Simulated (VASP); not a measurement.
# Zr3S2 (R32) in VASP: a series of runs

The runs below take Zr3S2 through single point, with PBE.

Everything below comes from runs of VASP 6.6.1. Logs are shortened: lines on timing, memory, paths and dates and some standing lists are left out, and cuts for length are marked.

### Step 1. The cell of the first run

The structure is trigonal, space group R32 (No. 155). Conventional cell: a = 5.954 Å, b = 5.954 Å, c = 9.877 Å, α = 90.00°, β = 90.00°, γ = 120.00°. Zr (site symmetry 2) has 4 S at 2.58 to 2.59 Å and 8 Zr at 3.29 to 3.48 Å within 3.5 Å. Within 3.5 Å of S (site symmetry 3) lie 6 Zr at 2.58 to 2.59 Å and 4 S at 3.26 to 3.44 Å.

### Step 2. Single point, PBE

The input, INCAR:

```
PREC = Accurate
ENCUT = 520
EDIFF = 1E-6
ISMEAR = 0
SIGMA = 0.15
LREAL = F
LASPH = T
NELM = 80
ALGO = Fast
ISIF = 2
LWAVE = F
LCHARG = F
GGA = PE
NBANDS = 32
```

The input, KPOINTS:

```
regular mesh
0
Gamma
  12 12 12
```

The input, POSCAR:

```
Zr3S2
1.0
    2.9768096819      1.7186618712      3.2921869848
   -2.9768096819      1.7186618712      3.2921869848
    0.0000000000     -3.4373237423      3.2921869848
Zr S
3 2
Direct
    0.1621066356      0.8378933644      0.5000000000
    0.5000000000      0.1621066356      0.8378933644
    0.8378933644      0.5000000000      0.1621066356
    0.3347765468      0.3347765468      0.3347765468
    0.6652234532      0.6652234532      0.6652234532
```

Potentials or basis: VASP PAW PBE potentials, release 64 (Zr_sv, S).

Run with:

```sh
$ cat potpaw_PBE.64/Zr_sv/POTCAR potpaw_PBE.64/S/POTCAR > POTCAR
$ mpirun -np 1 vasp_std > vasp.out
```

OUTCAR:

```text
PREC = Accurate
   ENCUT = 520
   EDIFF = 1E-6
   ISMEAR = 0
   LREAL = F
   LASPH = T
   NELM = 80
   ISIF = 2
   GGA = PE

 ion  position               nearest neighbor table
   1  0.162  0.838  0.500-   4 2.58   5 2.58   5 2.59   4 2.59   3 3.29   2 3.29   2 3.41   3 3.41
                             3 3.41   2 3.41   3 3.48   2 3.48
   2  0.500  0.162  0.838-   4 2.58   5 2.58   4 2.59   5 2.59   1 3.29   3 3.29   1 3.41   1 3.41
                             3 3.41   3 3.41   3 3.48   1 3.48
   3  0.838  0.500  0.162-   5 2.58   4 2.58   5 2.59   4 2.59   1 3.29   2 3.29   1 3.41   1 3.41
                             2 3.41   2 3.41   2 3.48   1 3.48
   4  0.335  0.335  0.335-   2 2.58   3 2.58   1 2.58   2 2.59   1 2.59   3 2.59
   5  0.665  0.665  0.665-   3 2.58   2 2.58   1 2.58   3 2.59   1 2.59   2 2.59

  LATTYP: Found a trigonal (rhomboedric) cell.
 ALAT       =     4.7595892315
 COS(alpha) =     0.2176642288

  Lattice vectors:

 A1 = (   2.9768096819,   1.7186618712,   3.2921869848)
 A2 = (  -2.9768096819,   1.7186618712,   3.2921869848)
 A3 = (   0.0000000000,  -3.4373237423,   3.2921869848)

Analysis of symmetry for initial positions (statically):
=====================================================================
 Subroutine PRICEL returns:
 Original cell was already a primitive cell.

 Routine SETGRP: Setting up the symmetry group for a
 trigonal (rhombohedral) supercell.

 Subroutine GETGRP returns: Found  6 space group operations
 (whereof  6 operations were pure point group operations)
 out of a pool of 12 trial point group operations.

The static configuration has the point symmetry D_3 .

Analysis of symmetry for dynamics (positions and initial velocities):
=====================================================================
 Subroutine PRICEL returns:
 Original cell was already a primitive cell.

 Routine SETGRP: Setting up the symmetry group for a
 trigonal (rhombohedral) supercell.

 Subroutine GETGRP returns: Found  6 space group operations
 (whereof  6 operations were pure point group operations)
 out of a pool of 12 trial point group operations.

The dynamic configuration has the point symmetry D_3 .

 Subroutine INISYM returns: Found  6 space group operations
 (whereof  6 operations are pure point group operations),
 and found     1 'primitive' translations

----------------------------------------------------------------------------------------

                                     Primitive cell

  volume of cell :     101.0595

  direct lattice vectors                    reciprocal lattice vectors
     2.976809682  1.718661871  3.292186985     0.167965054  0.096974669  0.101249818
    -2.976809682  1.718661871  3.292186985    -0.167965054  0.096974669  0.101249818
     0.000000000 -3.437323742  3.292186985     0.000000000 -0.193949339  0.101249818

  length of vectors
     4.759589232  4.759589232  4.759589231     0.218787275  0.218787275  0.218787275

  position of ions in fractional coordinates (direct lattice)
     0.162106636  0.837893364  0.500000000
     0.500000000  0.162106636  0.837893364
     0.837893364  0.500000000  0.162106636
     0.334776547  0.334776547  0.334776547
     0.665223453  0.665223453  0.665223453

  ion indices of the primitive-cell ions
   primitive index   ion index
                 1           1
                 2           2
                 3           3
                 4           4
                 5           5

----------------------------------------------------------------------------------------

 KPOINTS: regular mesh

Automatic generation of k-mesh.
 Grid dimensions read from file:
 generate k-points for:   12   12   12

 Generating k-lattice:

  Cartesian coordinates                     Fractional coordinates (reciprocal lattice)
     0.013997088  0.008081222  0.008437485     0.083333333 -0.000000000 -0.000000000
    -0.013997088  0.008081222  0.008437485    -0.000000000  0.083333333 -0.000000000
     0.000000000 -0.016162445  0.008437485    -0.000000000 -0.000000000  0.083333333

  Length of vectors
     0.018232273  0.018232273  0.018232273

  Shift w.r.t. Gamma in fractional coordinates (k-lattice)
     0.000000000  0.000000000  0.000000000

 Subroutine IBZKPT returns following result:
 ===========================================

 Found    189 irreducible k-points:

 Following reciprocal coordinates:
            Coordinates               Weight
  0.000000  0.000000  0.000000      1.000000
  0.083333 -0.000000  0.000000      6.000000
  0.166667  0.000000  0.000000      6.000000
  0.250000 -0.000000  0.000000      6.000000
  0.333333  0.000000  0.000000      6.000000
  0.416667 -0.000000  0.000000      6.000000
[... 16 lines left out ...]
  0.500000  0.166667  0.000000     12.000000
 -0.416667  0.166667 -0.000000     12.000000
 [... further k-points ...]
   k-points           NKPTS =    189   k-points in BZ     NKDIM =    189   number of bands    NBANDS=     32
   number of dos      NEDOS =    301   number of ions     NIONS =      5
   total plane-waves  NPLWV =  46656
   dimension x,y,z NGX =    36 NGY =   36 NGZ =   36
   dimension x,y,z NGXF=    72 NGYF=   72 NGZF=   72
   ions per type =               3   2
   NGX,Y,Z   is equivalent  to a cutoff of  12.57, 12.57, 12.57 a.u.
   NGXF,Y,Z  is equivalent  to a cutoff of  25.15, 25.15, 25.15 a.u.
 SYSTEM =  unknown system
   PREC   = accura    normal or accurate (medium, high low for compatibility)
   ISTART =      0    job   : 0-new  1-cont  2-samecut
   ICHARG =      2    charge: 1-file 2-atom 10-const
   ISPIN  =      1    spin polarized calculation?
   LNONCOLLINEAR =      F non collinear calculations
   LSORBIT =      F    spin-orbit coupling
   LASPH  =      T    aspherical Exc in radial PAW
   ENCUT  =  520.0 eV  38.22 Ry    6.18 a.u.   8.85  8.85  8.85*2*pi/ulx,y,z
   NELM   =     80;   NELMIN=  2; NELMDL= -5     # of ELM steps
   EDIFF  = 0.1E-05   stopping-criterion for ELM
   LREAL  =      F    real-space projection
   EDIFFG = 0.1E-04   stopping-criterion for IOM
   NSW    =      0    number of steps for IOM
   IBRION =     -1    ionic relax: 0-MD 1-quasi-New 2-CG
   NFREE  =      0    steps in history (QN), initial steepest desc. (CG)
   ISIF   =      2    stress and relaxation
   ISYM   =      2    0-nonsym 1-usesym 2-fastsym
   POTIM  = 0.5000    time-step for ionic-motion
   TEBEG  =    0.0;   TEEND  =   0.0 temperature during run
   PSTRESS=    0.0 pullay stress
   NELECT =      48.0000    total number of electrons
   NUPDOWN=      -1.0000    fix difference up-down
   EMIN   =  10.00;   EMAX   =-10.00  energy-range for DOS
   EFERMI =   0.00;   METHOD = LEGACY
   ISMEAR =     0;   SIGMA  =   0.15  broadening in eV -4-tet -1-fermi 0-gaus
   EFERMI_NEDOS =   21; number of points for ismear=-14 and -15
   IALGO  =     68    algorithm
   IMIX   =      4    mixing-type and parameters
     AMIX     =   0.40;   BMIX     =  1.00
     AMIX_MAG =   1.60;   BMIX_MAG =  1.00
  volume/ion in A,a.u.               =      20.21       136.40
  Fermi-wavevector in a.u.,A,eV,Ry     =   1.277310  2.413765 22.198173  1.631520
  Thomas-Fermi vector in A             =   2.409916
   LORBIT       =      0    0 simple, 1 ext, 2 COOP (PROOUT), +10 PAW based schemes
   GGA     = PE    functional components
   LHFCALC =     F    Hartree Fock is set to
   AEXX    =    0.0000 exact exchange contribution
   IVDW    =     0    specifies the selected vdW correction
   LEPSILON=     F    determine dielectric tensor
   LRPA    =     F    only Hartree local field effects (RPA)
 non-spin polarized calculation
 RMM-DIIS sequential band-by-band and
 Gauss-broadening in eV      SIGMA  =   0.15
  energy-cutoff  :      520.00
  volume of cell :      101.06
 maximum number of plane-waves:      2741
   NGX = 17   NGY = 17   NGZ = 17

 number of electron      47.9999997 magnetization

 Free energy of the ion-electron system (eV)
  ---------------------------------------------------
  ext. energy  EPLUGINS =         0.00000000
  ---------------------------------------------------
  free energy    TOTEN  =       -39.09803489 eV

  energy without entropy =      -39.06327073  energy(sigma->0) =      -39.08065281

 E-fermi :   8.9638     XC(G=0): -10.9353

 val. band max:        8.9632433575   @ k =   0.0833   0.0833   0.0000
 cond. band min:       8.9638517590   @ k =  -0.0833   0.0833   0.0000
 fundamental gap:      0.0006084015
 Fermi energy:         8.9638082545

 k-point     1 :       0.0000    0.0000    0.0000
  band No.  band energies     occupation
      1     -40.1233      2.00000
      2     -40.0475      2.00000
      3     -40.0475      2.00000
      4     -18.3239      2.00000
      5     -18.3239      2.00000
      6     -18.2734      2.00000
[... 24 lines left out ...]
     31      12.0995      0.00000
     32      12.2923      0.00000

 k-point     2 :       0.0833   -0.0000    0.0000
  band No.  band energies     occupation
      1     -40.1220      2.00000
      2     -40.0509      2.00000
      3     -40.0454      2.00000
      4     -18.3561      2.00000
      5     -18.2994      2.00000
      6     -18.2892      2.00000
[... 24 lines left out ...]
     31      12.2905      0.00000
     32      12.3750      0.00000

 k-point     3 :       0.1667    0.0000    0.0000
  band No.  band energies     occupation
      1     -40.1183      2.00000
      2     -40.0556      2.00000
      3     -40.0442      2.00000
      4     -18.3867      2.00000
      5     -18.3108      2.00000
      6     -18.3042      2.00000
[... 24 lines left out ...]
     31      12.4542      0.00000
     32      12.6581      0.00000

 k-point     4 :       0.2500   -0.0000    0.0000
  band No.  band energies     occupation
      1     -40.1125      2.00000
      2     -40.0618      2.00000
      3     -40.0437      2.00000
      4     -18.4125      2.00000
      5     -18.3261      2.00000
      6     -18.3136      2.00000
[... 654 lines left out ...]
     31      12.3802      0.00000
     32      12.6397      0.00000

 k-point    23 :       0.5000    0.1667    0.0000
  band No.  band energies     occupation
      1     -40.0862      2.00000
      2     -40.0841      2.00000
      3     -40.0472      2.00000
      4     -18.4478      2.00000
      5     -18.3392      2.00000
      6     -18.3247      2.00000
[... 24 lines left out ...]
     31      12.2040      0.00000
     32      12.5995      0.00000

 k-point    24 :      -0.4167    0.1667   -0.0000
  band No.  band energies     occupation
      1     -40.0923      2.00000
      2     -40.0763      2.00000
      3     -40.0489      2.00000
      4     -18.4320      2.00000
      5     -18.3344      2.00000
      6     -18.3180      2.00000
[... 24 lines left out ...]
     31      12.0159      0.00000
     32      12.4578      0.00000

 [... further k-points ...]

------------------------ aborting loop because EDIFF is reached ----------------------------------------

  FORCE on cell =-STRESS in cart. coord.  units (eV):
  Direction    XX          YY          ZZ          XY          YZ          ZX
  --------------------------------------------------------------------------------------
  -------------------------------------------------------------------------------------
  Total       -1.2021518     -1.2021518      3.9623504      0.0000000      0.0000000      0.0000000
  in kB      -19.0586721    -19.0586721     62.8183030      0.0000000      0.0000000      0.0000000
  external PRESSURE =       8.2336530 kB  Pullay stress =       0.0000000 kB

 VOLUME and BASIS-vectors are now :
 -----------------------------------------------------------------------------
  energy-cutoff  :      520.00
  volume of cell :      101.06
      direct lattice vectors                 reciprocal lattice vectors
     2.976809682  1.718661871  3.292186985     0.167965054  0.096974669  0.101249818
    -2.976809682  1.718661871  3.292186985    -0.167965054  0.096974669  0.101249818
     0.000000000 -3.437323742  3.292186985     0.000000000 -0.193949339  0.101249818

 POSITION                                       TOTAL-FORCE (eV/Angst)
 -----------------------------------------------------------------------------------
     -2.01169      0.00000      4.93828         0.081634     -0.000000      0.000000
      1.00584     -1.74217      4.93828        -0.040817      0.070697      0.000000
      1.00584      1.74217      4.93828        -0.040817     -0.070697      0.000000
      0.00000      0.00000      3.30644         0.000000     -0.000000     -0.093102
      0.00000      0.00000      6.57012         0.000000      0.000000      0.093102
 -----------------------------------------------------------------------------------
    total drift:                               -0.000000      0.000000     -0.000000

  FREE ENERGIE OF THE ION-ELECTRON SYSTEM (eV)
  ---------------------------------------------------
  free  energy   TOTEN  =       -39.0980348945 eV

  energy  without entropy=      -39.0632707279  energy(sigma->0) =      -39.08065281
```

Wall time 30 min (1 thread of Oxide Virtual Turin-like, shared host); peak memory 0.53 GiB.

Results:

```
Free energy            : -39.0980 eV
Pressure               : 0.8 GPa
Largest force          : 0.093 eV/Å
Band gap on the k mesh : zero (bands 24 and 25 overlap by 0.24 eV)
```

Forces on the atoms (eV/Å):
```
Zr   0.082  0.000  0.000
Zr  -0.041  0.071  0.000
Zr  -0.041 -0.071  0.000
S    0.000  0.000 -0.093
S    0.000  0.000  0.093
```

Stress tensor (GPa, compression positive):
```
-1.91  0.00  0.00
 0.00 -1.91  0.00
 0.00  0.00  6.28
```

Levels at points of the mesh, in eV from the Fermi level:
```
           k point  band 22  band 23  band 24  band 25  band 26  band 27
(0.00, 0.00, 0.00)    -1.96     0.14     0.14     0.73     0.73     2.46
(0.50, 0.00, 0.00)    -1.02    -0.90    -0.77    -0.04     1.16     1.71
(0.50, 0.50, 0.00)    -1.39    -0.73    -0.16     0.32     0.77     1.72
(0.50, 0.50, 0.50)    -0.36    -0.36     0.00     0.24     0.24     1.03
```

Caveat: the stress differs along the axes, from -2 to 6 GPa.

### Step 3. Single point, PBE

This run uses another cell than the first one, of the same volume but with other edges.

The input, INCAR:

```
SYSTEM = Zr3S2
ALGO     = Fast           ! electronic algorithm
EDIFF    = 1E-7           ! SCF threshold, eV
ENCUT    = 520            ! plane-wave cutoff, eV
GGA      = PE             ! functional
ISIF     = 2              ! what is computed and relaxed
ISMEAR   = 0              ! smearing method
LASPH    = .TRUE.         ! aspherical terms in the spheres
LCHARG   = .TRUE.         ! write CHGCAR
LELF     = .TRUE.         ! ELF
LREAL    = .FALSE.        ! projectors in reciprocal space
LVHAR    = .TRUE.       
LWAVE    = .FALSE.        ! write WAVECAR
NBANDS   = 32             ! bands
NELM     = 100            ! most SCF steps
PREC     = Accurate       ! precision mode
SIGMA    = 0.15           ! smearing width, eV
```

The input, KPOINTS:

```
k-points
0
G
  12 12 12
  0 0 0
```

Edit POSCAR of step 2 so:

```diff
@@ -2,5 +2,5 @@
 1.0
-    2.9768096819      1.7186618712      3.2921869848
-   -2.9768096819      1.7186618712      3.2921869848
-    0.0000000000     -3.4373237423      3.2921869848
+    2.8046765515      1.6192807620      3.7086945453
+   -2.8046765515      1.6192807620      3.7086945453
+    0.0000000000     -3.2385615240      3.7086945453
 Zr S
```

Potentials or basis: VASP PAW PBE potentials, release 64 (Zr_sv, S).

Run with:

```sh
$ cat potpaw_PBE.64/Zr_sv/POTCAR potpaw_PBE.64/S/POTCAR > POTCAR
$ mpirun -np 1 vasp_std > vasp.out
```

Wall time 44 min (1 thread of Oxide Virtual Turin-like, shared host); peak memory 0.56 GiB.

The run converged. Its results:

```
Free energy            : -39.0437 eV
Pressure               : -0.1 GPa
Largest force          : 0.075 eV/Å
Band gap on the k mesh : zero (bands 24 and 25 overlap by 0.40 eV)
```

Forces on the atoms (eV/Å):
```
Zr  -0.075  0.000  0.000
Zr   0.038 -0.065  0.000
Zr   0.038  0.065  0.000
S    0.000  0.000 -0.055
S    0.000  0.000  0.055
```

Stress tensor (GPa, compression positive):
```
 3.27  0.00  0.00
 0.00  3.27  0.00
 0.00  0.00 -6.94
```

Levels at points of the mesh, in eV from the Fermi level:
| k point | band 20 | band 21 | band 22 | band 23 | band 24 | band 25 | band 26 | band 27 | band 28 | band 29 |
| --- | --- | --- | --- | --- | --- | --- | --- | --- | --- | --- |
| (0.00, 0.00, 0.00) | -3.77 | -2.79 | -1.62 | 0.06 | 0.06 | 0.75 | 0.75 | 1.56 | 2.83 | 2.83 |
| (0.50, 0.00, 0.00) | -3.19 | -1.29 | -1.18 | -0.78 | -0.62 | -0.17 | 0.94 | 1.64 | 1.94 | 2.59 |
| (0.50, 0.50, 0.00) | -3.37 | -1.93 | -0.99 | -0.95 | -0.37 | -0.29 | 1.03 | 1.85 | 1.96 | 2.34 |
| (0.50, 0.50, 0.50) | -3.99 | -0.81 | -0.75 | -0.13 | -0.13 | 0.56 | 0.56 | 1.17 | 1.17 | 1.51 |

Caveat: the stress differs along the axes, from -7 to 3 GPa.
